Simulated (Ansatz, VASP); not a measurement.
# Si2C3: VASP beside Ansatz

```
Si C
1.0
     2.81425    0.00011    0.00003
    -1.40701    2.43494   -0.00057
     0.00021   -0.00409   17.44898
Si C
4 6
Cartesian
  1.4074 2.4338 7.4438
  2.8143 -0.0033 16.1686
  -0.0010 -0.0004 1.2804
  0.0009 -0.0031 10.0047
  -0.0006 -0.0006 3.0863
  0.0009 -0.0031 11.8105
  1.4071 2.4341 4.3619
  1.4077 2.4318 13.0861
  1.4071 2.4340 5.6379
  1.4076 2.4317 14.3621
```

Change from the starting cell: cell x2, atoms moved at random (sigma 0.05 Å) and cell strained at random (1.5 %), then relaxed without symmetry.

Alike in both runs: functional PBE; k mesh 12 × 12 × 2; occupations gaussian, width 0.2 eV; no spin polarisation.

Ansatz relaxed the structure, and its values are those at the end. VASP's run is a single point on that final structure, the one shown.

|  | VASP | Ansatz |
| --- | --- | --- |
| version | VASP 6.6.1 | Ansatz 0.2.0 |
| potentials or method | VASP PAW PBE potentials, release 64 (Si, C), cutoff 520 eV | scalar-relativistic, plane waves, PAW |
| valence electrons in the cell | 40 | 40 |

```tsv
	VASP	Ansatz	Ansatz less VASP
gap on the k mesh at the Fermi level (eV)	none	none	-
pressure (GPa)	-0.1	0.0	+0.05
rms of the force components (eV/Å)	0.013	0.002	-0.0113
```

A gap of «none» marks a metal or a gap that the smearing closes.
